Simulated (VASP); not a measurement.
A run of VASP 6.6.1 is set up as follows.

INCAR

```
SYSTEM = KF
PREC = Accurate
ENCUT = 520
EDIFF = 1E-6
ISMEAR = -1
SIGMA = 0.05
LREAL = .FALSE.
LASPH = .TRUE.
NELM = 100
ALGO = Normal
ISIF = 2
LWAVE = .FALSE.
LCHARG = .TRUE.
GGA = PE
LELF = .TRUE.
LVHAR = .TRUE.
NBANDS = 15
```

KPOINTS

```
regular mesh
0
G
  8 8 8
  0 0 0
```

File POSCAR:

```
KF
1.0
    3.3018409049      0.0000000000      0.0000000000
    0.0000000000      3.3018409049      0.0000000000
    0.0000000000      0.0000000000      3.3018409049
K F
1 1
Direct
    0.0000000000      0.0000000000      0.0000000000
    0.5000000000      0.5000000000      0.5000000000
```

Potentials or basis: VASP PAW PBE potentials, release 64 (K_sv, F).

Run with:

```bash
$ cat potpaw_PBE.64/K_sv/POTCAR potpaw_PBE.64/F/POTCAR > POTCAR
$ mpirun -np 1 vasp_std > vasp.out
```

(1) Estimate the pressure.

(2) Estimate the band gap on the k mesh.

## Answers

(1) -1.2 GPa.

(2) 6.00 eV, indirect (least direct gap 6.05 eV).
